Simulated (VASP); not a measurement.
# C (P6_3/mmc) in VASP: further runs, part 2 of 2

VASP 6.6.1. Earlier steps stand in the parts before.

**5. Single point, PBEsol+D3(BJ) (9.23 Å³/atom)**

This run uses another cell than the first one, of 9.23 Å³/atom.

Input file INCAR:

```
ALGO = Normal
EDIFF = 1E-6
ENCUT = 520
GGA = PS
ISIF = 2
ISMEAR = 0
IVDW = 12
LASPH = T
LCHARG = F
LREAL = F
LWAVE = F
NBANDS = 16
NELM = 100
PREC = Accurate
SIGMA = 0.15
```

Input file KPOINTS:

```
k-points
0
Gamma
  21 21 8
```

Input file POSCAR:

```
C
1.0
    2.4955042023      0.0000000000      0.0000000000
   -1.2477521012      2.1611700344      0.0000000000
    0.0000000000      0.0000000000      6.8434211739
C
4
Direct
    0.0000000000      0.0000000000      0.0025000000
    0.0000000000      0.0000000000      0.5025000000
    0.3333333333      0.6666666667      0.0025000000
    0.6666666667      0.3333333333      0.5025000000
```

Potentials or basis: VASP PAW PBE potentials, release 64 (C).

Started as:

```console
> cat potpaw_PBE.64/C/POTCAR > POTCAR
> mpirun -np 1 vasp_std > vasp.out
```

OUTCAR:

```text
EDIFF = 1E-6
   ENCUT = 520
   GGA = PS
   ISIF = 2
   ISMEAR = 0
   IVDW = 12
   LASPH = T
   LREAL = F
   NELM = 100
   PREC = Accurate
 IVDW          = 12

 ion  position               nearest neighbor table
   1  0.000  0.000  0.002-   3 1.44   3 1.44   3 1.44
   2  0.000  0.000  0.502-   4 1.44   4 1.44   4 1.44
   3  0.333  0.667  0.002-   1 1.44   1 1.44   1 1.44
   4  0.667  0.333  0.502-   2 1.44   2 1.44   2 1.44

  LATTYP: Found a hexagonal cell.
 ALAT       =     2.4955042023
 C/A-ratio  =     2.7423000000

  Lattice vectors:

 A1 = (   2.4955042023,   0.0000000000,   0.0000000000)
 A2 = (  -1.2477521012,   2.1611700344,   0.0000000000)
 A3 = (   0.0000000000,   0.0000000000,   6.8434211739)

Analysis of symmetry for initial positions (statically):
=====================================================================
 Subroutine PRICEL returns:
 Original cell was already a primitive cell.

 Routine SETGRP: Setting up the symmetry group for a
 hexagonal supercell.

 Subroutine GETGRP returns: Found 24 space group operations
 (whereof  6 operations were pure point group operations)
 out of a pool of 24 trial point group operations.

The static configuration has the point symmetry C_3v.
 The point group associated with its full space group is D_6h.

Analysis of symmetry for dynamics (positions and initial velocities):
=====================================================================
 Subroutine PRICEL returns:
 Original cell was already a primitive cell.

 Routine SETGRP: Setting up the symmetry group for a
 hexagonal supercell.

 Subroutine GETGRP returns: Found 24 space group operations
 (whereof  6 operations were pure point group operations)
 out of a pool of 24 trial point group operations.

The dynamic configuration has the point symmetry C_3v.
 The point group associated with its full space group is D_6h.

 Subroutine INISYM returns: Found 24 space group operations
 (whereof  6 operations are pure point group operations),
 and found     1 'primitive' translations

----------------------------------------------------------------------------------------

                                     Primitive cell

  volume of cell :      36.9080

  direct lattice vectors                    reciprocal lattice vectors
     2.495504202  0.000000000  0.000000000     0.400720624  0.231356160  0.000000000
    -1.247752101  2.161170034  0.000000000     0.000000000  0.462712320  0.000000000
     0.000000000  0.000000000  6.843421174     0.000000000  0.000000000  0.146125742

  length of vectors
     2.495504202  2.495504202  6.843421174     0.462712320  0.462712320  0.146125742

  position of ions in fractional coordinates (direct lattice)
     0.000000000  0.000000000  0.002500000
     0.000000000  0.000000000  0.502500000
     0.333333333  0.666666667  0.002500000
     0.666666667  0.333333333  0.502500000

  ion indices of the primitive-cell ions
   primitive index   ion index
                 1           1
                 2           2
                 3           3
[... 24 lines left out ...]
 ===========================================

 Found    240 irreducible k-points:

 Following reciprocal coordinates:
            Coordinates               Weight
  0.000000  0.000000  0.000000      1.000000
  0.047619  0.000000  0.000000      6.000000
  0.095238 -0.000000  0.000000      6.000000
  0.142857  0.000000  0.000000      6.000000
  0.190476 -0.000000  0.000000      6.000000
  0.238095 -0.000000  0.000000      6.000000
[... 16 lines left out ...]
  0.142857  0.095238  0.000000     12.000000
  0.190476  0.095238  0.000000     12.000000
 [... further k-points ...]
   k-points           NKPTS =    240   k-points in BZ     NKDIM =    240   number of bands    NBANDS=     16
   number of dos      NEDOS =    301   number of ions     NIONS =      4
   total plane-waves  NPLWV =  21600
   dimension x,y,z NGX =    20 NGY =   20 NGZ =   54
   dimension x,y,z NGXF=    40 NGYF=   40 NGZF=  108
   ions per type =               4
   NGX,Y,Z   is equivalent  to a cutoff of  13.32, 13.32, 13.12 a.u.
   NGXF,Y,Z  is equivalent  to a cutoff of  26.65, 26.65, 26.24 a.u.
 SYSTEM =  unknown system
   PREC   = accura    normal or accurate (medium, high low for compatibility)
   ISTART =      0    job   : 0-new  1-cont  2-samecut
   ICHARG =      2    charge: 1-file 2-atom 10-const
   ISPIN  =      1    spin polarized calculation?
   LNONCOLLINEAR =      F non collinear calculations
   LSORBIT =      F    spin-orbit coupling
   LASPH  =      T    aspherical Exc in radial PAW
   ENCUT  =  520.0 eV  38.22 Ry    6.18 a.u.   4.64  4.64 12.72*2*pi/ulx,y,z
   NELM   =    100;   NELMIN=  2; NELMDL= -5     # of ELM steps
   EDIFF  = 0.1E-05   stopping-criterion for ELM
   LREAL  =      F    real-space projection
   EDIFFG = 0.1E-04   stopping-criterion for IOM
   NSW    =      0    number of steps for IOM
   IBRION =     -1    ionic relax: 0-MD 1-quasi-New 2-CG
   NFREE  =      0    steps in history (QN), initial steepest desc. (CG)
   ISIF   =      2    stress and relaxation
   ISYM   =      2    0-nonsym 1-usesym 2-fastsym
   POTIM  = 0.5000    time-step for ionic-motion
   TEBEG  =    0.0;   TEEND  =   0.0 temperature during run
   PSTRESS=    0.0 pullay stress
   NELECT =      16.0000    total number of electrons
   NUPDOWN=      -1.0000    fix difference up-down
   EMIN   =  10.00;   EMAX   =-10.00  energy-range for DOS
   EFERMI =   0.00;   METHOD = LEGACY
   ISMEAR =     0;   SIGMA  =   0.15  broadening in eV -4-tet -1-fermi 0-gaus
   EFERMI_NEDOS =   21; number of points for ismear=-14 and -15
   IALGO  =     38    algorithm
   IMIX   =      4    mixing-type and parameters
     AMIX     =   0.40;   BMIX     =  1.00
     AMIX_MAG =   1.60;   BMIX_MAG =  1.00
  volume/ion in A,a.u.               =       9.23        62.27
  Fermi-wavevector in a.u.,A,eV,Ry     =   1.239010  2.341389 20.886911  1.535145
  Thomas-Fermi vector in A             =   2.373511
   LORBIT       =      0    0 simple, 1 ext, 2 COOP (PROOUT), +10 PAW based schemes
   GGA     = PS    functional components
   LHFCALC =     F    Hartree Fock is set to
   AEXX    =    0.0000 exact exchange contribution
   IVDW    =    12    specifies the selected vdW correction
   LEPSILON=     F    determine dielectric tensor
   LRPA    =     F    only Hartree local field effects (RPA)
 non-spin polarized calculation
 Gauss-broadening in eV      SIGMA  =   0.15
  energy-cutoff  :      520.00
  volume of cell :       36.91
 maximum number of plane-waves:      1010
 NGX is ok and might be reduce to    20
   NGX =  9   NGY =  9   NGZ = 25

 number of electron      16.0000000 magnetization

 Free energy of the ion-electron system (eV)
  ---------------------------------------------------
  ext. energy  EPLUGINS =         0.00000000
  ---------------------------------------------------
  free energy    TOTEN  =       -38.52297826 eV

  energy without entropy =      -38.52210249  energy(sigma->0) =      -38.52254037

 E-fermi :   4.2060     XC(G=0): -10.3372

 val. band max:        4.2023428379   @ k =   0.3333   0.3333   0.5000
 cond. band min:       4.2064103708   @ k =   0.3333   0.3333   0.2500
 fundamental gap:      0.0040675329
 Fermi energy:         4.2060384681

 k-point     1 :       0.0000    0.0000    0.0000
  band No.  band energies     occupation
      1     -15.0955      2.00000
      2     -14.8251      2.00000
      3      -4.0496      2.00000
      4      -2.1975      2.00000
      5       1.2151      2.00000
      6       1.2151      2.00000
[... 433 lines left out ...]
      3      -2.8816      2.00000
      4      -2.8098      2.00000
      5      -2.2856      2.00000
      6      -1.2129      2.00000
[... 8 lines left out ...]
     15      15.6533      0.00000
     16      15.8594      0.00000

 [... further k-points ...]

------------------------ aborting loop because EDIFF is reached ----------------------------------------

 Edisp (eV)   -0.42874

 E8    (eV) :    -0.2084

  FORCE on cell =-STRESS in cart. coord.  units (eV):
  Direction    XX          YY          ZZ          XY          YZ          ZX
  --------------------------------------------------------------------------------------
  -------------------------------------------------------------------------------------
  Total      -3.93477    -3.93477    -0.25684     0.00000     0.00000     0.00000
  in kB    -170.80837  -170.80837   -11.14936     0.00000     0.00000     0.00000
  external pressure =     -117.59 kB  Pullay stress =        0.00 kB

 VOLUME and BASIS-vectors are now :
 -----------------------------------------------------------------------------
  energy-cutoff  :      520.00
  volume of cell :       36.91
      direct lattice vectors                 reciprocal lattice vectors
     2.495504202  0.000000000  0.000000000     0.400720624  0.231356160  0.000000000
    -1.247752101  2.161170034  0.000000000     0.000000000  0.462712320  0.000000000
     0.000000000  0.000000000  6.843421174     0.000000000  0.000000000  0.146125742

 POSITION                                       TOTAL-FORCE (eV/Angst)
 -----------------------------------------------------------------------------------
      0.00000      0.00000      0.01711        -0.000000      0.000000      0.000000
      0.00000      0.00000      3.43882         0.000000      0.000000     -0.000000
     -0.00000      1.44078      0.01711        -0.000000      0.000000     -0.000000
      1.24775      0.72039      3.43882         0.000000     -0.000000     -0.000000
 -----------------------------------------------------------------------------------
    total drift:                               -0.000000     -0.000000      0.000026

  FREE ENERGIE OF THE ION-ELECTRON SYSTEM (eV)
  ---------------------------------------------------
  free  energy   TOTEN  =       -38.9517188675 eV

  energy  without entropy=      -38.9508430976  energy(sigma->0) =      -38.95128098
```

OSZICAR:

```text
N       E                     dE             d eps       ncg     rms          rms(c)
DAV:   1     0.287884155189E+02    0.28788E+02   -0.79314E+03  7688   0.933E+02
DAV:   2    -0.378721058036E+02   -0.66661E+02   -0.60857E+02 10888   0.181E+02
DAV:   3    -0.405767971790E+02   -0.27047E+01   -0.26910E+01 10128   0.339E+01
DAV:   4    -0.406000015982E+02   -0.23204E-01   -0.23192E-01  9600   0.376E+00
DAV:   5    -0.406003773894E+02   -0.37579E-03   -0.37577E-03  9944   0.454E-01    0.857E+00
DAV:   6    -0.390217510338E+02    0.15786E+01   -0.10453E+00  9200   0.640E+00    0.497E+00
DAV:   7    -0.385190676576E+02    0.50268E+00   -0.12794E+00  9544   0.719E+00    0.124E+00
DAV:   8    -0.385238496727E+02   -0.47820E-02   -0.62727E-02  9248   0.149E+00    0.236E-01
DAV:   9    -0.385228384893E+02    0.10112E-02   -0.17184E-03  9800   0.283E-01    0.800E-02
DAV:  10    -0.385229836519E+02   -0.14516E-03   -0.43946E-04  8616   0.130E-01    0.577E-02
DAV:  11    -0.385229776674E+02    0.59845E-05   -0.28123E-05  9856   0.356E-02    0.532E-03
DAV:  12    -0.385229782551E+02   -0.58767E-06   -0.10476E-06  8504   0.683E-03
   1 F= -.38951719E+02 E0= -.38951281E+02  d E =-.875770E-03
```

stdout:

```text
POSCAR found type information on POSCAR C
 POSCAR found :  1 types and       4 ions
 scaLAPACK will be used
 -----------------------------------------------------------------------------
|                                                                             |
|                                                                             |
|     You enforced a specific xc type in the INCAR file but a different       |
|     I HOPE YOU KNOW WHAT YOU ARE DOING!                                     |
|                                                                             |
 -----------------------------------------------------------------------------

 LDA part: xc-table for (Slater+PW92), standard interpolation
 POSCAR, INCAR and KPOINTS ok, starting setup
 FFT: planning ... GRIDC
 FFT: planning ... GRID_SOFT
 FFT: planning ... GRID
 WAVECAR not read
 entering main loop
```

It took 2.5 min on 1 thread of Intel Xeon 8259CL, shared host; peak memory 0.24 GiB.

Results:

```
Free energy                : -38.9517 eV
Pressure                   : -11.8 GPa
Band gap on the k mesh     : zero (bands 8 and 9 overlap by 0.03 eV)
Dispersion energy per atom : -0.107 eV
```

Levels at points of the mesh, in eV from the Fermi level:
```tsv
k point	band 6	band 7	band 8	band 9	band 10	band 11
(0.00, 0.00, 0.00)	-2.99	-2.97	-2.97	4.04	8.06	8.06
(0.00, 0.00, 0.50)	-2.98	-2.98	-2.98	6.56	6.56	8.09
```

Caveat: the cell stands under tension; the PAW data sets were made with another functional, which shifts forces and pressure a little.

**6. Single point, PBEsol+D3(BJ) (9.23 Å³/atom)**

This run uses another cell than the first one, of 9.23 Å³/atom.

Input file INCAR:

```
SYSTEM = C
  PREC = Accurate
  ENCUT = 520
  EDIFF = 1E-7
  ISMEAR = 0
  SIGMA = 0.15
  LREAL = .False.
  LASPH = .True.
  NELM = 60
  ALGO = Normal
  ISIF = 2
  LWAVE = .False.
  LCHARG = .True.
  GGA = PS
  IVDW = 12
  LELF = .True.
  LVHAR = .True.
  NBANDS = 16
```

Input file KPOINTS:

```
regular mesh
0
Gamma
  21 21 8
  0 0 0
```

Input file POSCAR:

```
C
1.0
    2.5359406010      0.0000000000      0.0000000000
   -1.2679703005      2.1961889829      0.0000000000
    0.0000000000      0.0000000000      6.6269199786
C
4
Direct
    0.0000000000      0.0000000000      0.0025000000
    0.0000000000      0.0000000000      0.5025000000
    0.3333333333      0.6666666667      0.0025000000
    0.6666666667      0.3333333333      0.5025000000
```

Potentials or basis: VASP PAW PBE potentials, release 64 (C).

Started as:

```console
> cat potpaw_PBE.64/C/POTCAR > POTCAR
> mpirun -np 1 vasp_std > vasp.out
```

OUTCAR:

```text
SYSTEM = C
   PREC = Accurate
   ENCUT = 520
   EDIFF = 1E-7
   ISMEAR = 0
   LREAL = .False.
   LASPH = .True.
   NELM = 60
   ISIF = 2
   GGA = PS
   IVDW = 12
 IVDW          = 12

 ion  position               nearest neighbor table
   1  0.000  0.000  0.002-   3 1.46   3 1.46   3 1.46
   2  0.000  0.000  0.502-   4 1.46   4 1.46   4 1.46
   3  0.333  0.667  0.002-   1 1.46   1 1.46   1 1.46
   4  0.667  0.333  0.502-   2 1.46   2 1.46   2 1.46

  LATTYP: Found a hexagonal cell.
 ALAT       =     2.5359406010
 C/A-ratio  =     2.6132000000

  Lattice vectors:

 A1 = (   2.5359406010,   0.0000000000,   0.0000000000)
 A2 = (  -1.2679703005,   2.1961889829,   0.0000000000)
 A3 = (   0.0000000000,   0.0000000000,   6.6269199786)

Analysis of symmetry for initial positions (statically):
=====================================================================
 Subroutine PRICEL returns:
 Original cell was already a primitive cell.

 Routine SETGRP: Setting up the symmetry group for a
 hexagonal supercell.

[... 176 lines left out ...]
 cond. band min:       4.1947642255   @ k =   0.3333   0.3333   0.2500
 fundamental gap:      0.0050844198
 Fermi energy:         4.1943891168

 k-point     1 :       0.0000    0.0000    0.0000
  band No.  band energies     occupation
      1     -14.7602      2.00000
      2     -14.4060      2.00000
      3      -3.8955      2.00000
      4      -1.6840      2.00000
      5       1.2010      2.00000
      6       1.2010      2.00000
[... 433 lines left out ...]
      3      -2.8300      2.00000
      4      -2.7298      2.00000
      5      -2.1916      2.00000
      6      -1.1248      2.00000
[... 8 lines left out ...]
     15      15.2915      0.00000
     16      16.1001      0.00000

 [... further k-points ...]

------------------------ aborting loop because EDIFF is reached ----------------------------------------

 Edisp (eV)   -0.43547

 E8    (eV) :    -0.2117

  FORCE on cell =-STRESS in cart. coord.  units (eV):
  Direction    XX          YY          ZZ          XY          YZ          ZX
  --------------------------------------------------------------------------------------
  -------------------------------------------------------------------------------------
  Total      -8.04839    -8.04839    -0.03396     0.00000     0.00000     0.00000
  in kB    -349.38096  -349.38096    -1.47436     0.00000     0.00000     0.00000
  external pressure =     -233.41 kB  Pullay stress =        0.00 kB

 VOLUME and BASIS-vectors are now :
 -----------------------------------------------------------------------------
  energy-cutoff  :      520.00
  volume of cell :       36.91
      direct lattice vectors                 reciprocal lattice vectors
     2.535940601  0.000000000  0.000000000     0.394331003  0.227667111  0.000000000
    -1.267970301  2.196188983  0.000000000     0.000000000  0.455334221  0.000000000
     0.000000000  0.000000000  6.626919979     0.000000000  0.000000000  0.150899664

 POSITION                                       TOTAL-FORCE (eV/Angst)
 -----------------------------------------------------------------------------------
      0.00000      0.00000      0.01657         0.000000      0.000000     -0.000000
      0.00000      0.00000      3.33003        -0.000000     -0.000000      0.000000
     -0.00000      1.46413      0.01657         0.000000     -0.000000      0.000000
      1.26797      0.73206      3.33003        -0.000000      0.000000     -0.000000
 -----------------------------------------------------------------------------------
    total drift:                                0.000000      0.000000     -0.000024

  FREE ENERGIE OF THE ION-ELECTRON SYSTEM (eV)
  ---------------------------------------------------
  free  energy   TOTEN  =       -38.7632143229 eV

  energy  without entropy=      -38.7623512752  energy(sigma->0) =      -38.76278280
```

Run time: 2.8 min. Hardware: 1 thread of Intel Xeon 8259CL, shared host; peak memory 0.23 GiB.

Results:

| Property | Result |
| --- | --- |
| Free energy | -38.7632 eV |
| Pressure | -23.3 GPa |
| Band gap on the k mesh | zero (bands 8 and 9 overlap by 0.04 eV) |
| Dispersion energy per atom | -0.109 eV |

Stress tensor (GPa, compression positive):
```
-34.94   0.00   0.00
  0.00 -34.94   0.00
  0.00   0.00  -0.15
```

Levels at points of the mesh, in eV from the Fermi level:
```
           k point  band 6  band 7  band 8  band 9  band 10  band 11
(0.00, 0.00, 0.00)   -2.99   -2.97   -2.97    4.49     7.76     7.76
(0.00, 0.00, 0.50)   -2.98   -2.98   -2.98    7.26     7.26     7.80
```

Caveat: the cell stands under tension; the PAW data sets were made with another functional, which shifts forces and pressure a little.

**7. Summary**

```tsv
cell	gap on the mesh (eV)	pressure (GPa)
a = 2.392, b = 2.392, c = 7.228 Å, angles 90.0, 90.0, 120.0°, 4 atoms	none	25.4
a = 2.593, b = 2.593, c = 6.149 Å, angles 90.0, 90.0, 120.0°, 4 atoms	none	-38.2
a = 2.456, b = 2.456, c = 7.067 Å, angles 90.0, 90.0, 120.0°, 4 atoms	none	1.0
a = 2.496, b = 2.496, c = 6.843 Å, angles 90.0, 90.0, 120.0°, 4 atoms	none	-11.8
a = 2.536, b = 2.536, c = 6.627 Å, angles 90.0, 90.0, 120.0°, 4 atoms	none	-23.3
```

Alike in all rows: task single point; level PBEsol+D3(BJ); potentials or basis VASP PAW PBE potentials, release 64 (C); no spin polarisation; k mesh 21 × 21 × 8; cutoff (eV) 520; smearing gaussian 0.15 eV.

Caveats: the PAW data sets were made with another functional, which shifts forces and pressure a little; the cell stands under tension (at least some runs); the cell stands under pressure (at least some runs).

Absolute energies hang on the potentials; compare differences alone.
